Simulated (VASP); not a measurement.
YZr: single point with LDA

Crystal: YZr.

```
Y Zr
1.0
     3.42358    0.00000    0.00000
    -1.71179    2.96491    0.00000
     0.00000    0.00000    5.13246
Y Zr
1 1
Direct
  0.66667 0.33333 0.50000
  0.33333 0.66667 0.00000
```

This cell differs from its parent crystal: strain -0.0500 x Voigt [0, 0, 1, 0, 0, 0].

| Property | Result |
| --- | --- |
| Program | VASP 6.6.1 |
| Task | single point |
| Functional | LDA |
| Potentials or basis | VASP PAW LDA potentials, release 64 (Y_sv, Zr_sv) |
| Cutoff | 520 eV |
| k mesh | 18 × 18 × 10 |
| Occupations | gaussian, width 0.15 eV |
| Spin | no spin polarisation |

```yaml
Pressure: -2.2 GPa
Band_gap_on_the_k_mesh: zero (an odd number of electrons rules out a gap without spin polarisation)
```

Stress tensor (GPa, compression positive):
```
-3.47  0.00  0.00
 0.00 -3.47  0.00
 0.00  0.00  0.43
```

Levels at points of the mesh, in eV from the Fermi level:
| k point | band 8 | band 9 | band 10 | band 11 | band 12 | band 13 | band 14 | band 15 | band 16 | band 17 |
| --- | --- | --- | --- | --- | --- | --- | --- | --- | --- | --- |
| (0.00, 0.00, 0.00) | -21.65 | -5.06 | -2.37 | 1.10 | 1.10 | 1.92 | 2.10 | 2.10 | 2.12 | 2.43 |
| (0.50, 0.00, 0.00) | -21.81 | -2.02 | -1.84 | -1.34 | 0.01 | 0.75 | 1.63 | 2.29 | 4.32 | 5.82 |
| (0.00, 0.00, 0.50) | -21.65 | -3.37 | -3.19 | 0.48 | 0.86 | 0.86 | 1.28 | 1.28 | 1.34 | 4.14 |
| (0.50, 0.00, 0.50) | -21.81 | -2.24 | -2.12 | -0.44 | -0.04 | 1.58 | 1.93 | 2.19 | 3.12 | 4.44 |

Run time: 2.5 min on 1 thread of Intel(R) Xeon(R) Platinum 8488C (Sapphire Rapids) (shared host), peak memory 0.36 GiB.

Caveat: the cell differs from its parent crystal (strain -0.0500 x Voigt [0, 0, 1, 0, 0, 0]).
